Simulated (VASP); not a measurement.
Runs of VASP 6.6.1 on Cu. The structure is that of space group Fm-3m (No. 225), or close to it. The cells are those of the table. 

```tsv
task	cell	cutoff (eV)	k mesh for the DOS	occupations for the DOS	gap on the mesh (eV)	pressure (GPa)
relaxation of cell and atoms	relaxed from a = 2.556 Å, angles 60.0°, 1 atom	600	-	-	none	0.0
single point	a = 2.415 Å, angles 60.0°, 1 atom	520	-	-	none	30.2
single point	a = 2.520 Å, angles 60.0°, 1 atom	520	-	-	none	0.7
single point	a = 2.172 Å, angles 60.0°, 1 atom	520	-	-	none	(a)
```

Alike in all rows: level PBEsol; potentials or basis VASP PAW PBE potentials, release 64 (Cu); no spin polarisation; k mesh 18 × 18 × 18; smearing fermi-dirac 0.1 eV.

Q: Fill in the values left out.

A: (a) 226.8.

Caveats: the PAW data sets were made with another functional, which shifts forces and pressure a little.

A gap of «none» marks levels without a gap at the run's occupations.
